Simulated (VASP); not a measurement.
Crystal: SnO.

```
Sn O
1.0
     4.12550    0.00000    0.00000
    -2.06275    3.57279    0.00000
     0.00000    0.00000    5.18540
Sn O
2 2
Direct
  0.33333 0.66667 0.25000
  0.66667 0.33333 0.75000
  0.66667 0.33333 0.25000
  0.33333 0.66667 0.75000
```

Program: VASP 6.6.1. Alike in all runs: task single point; no spin polarisation; cell as given; cutoff (eV) 520.

Problem. Order these runs on this cell by their pressure, lowest first.
A. level LDA; potentials or basis VASP PAW LDA potentials, release 64 (Sn_d, O); k mesh 12 × 12 × 6; smearing gaussian 0.01 eV
B. level PBE; potentials or basis VASP PAW PBE potentials, release 64 (Sn_d, O); k mesh 6 × 6 × 4; smearing gaussian 0.01 eV
C. level r2SCAN; potentials or basis VASP PAW PBE potentials, release 64 (Sn_d, O); k mesh 6 × 6 × 4; smearing fermi-dirac 0.02 eV

Solution. A (-3.5 GPa), C (0.2 GPa), B (2.5 GPa).

Caveats: the PAW data sets were made with another functional, which shifts forces and pressure a little (some runs).
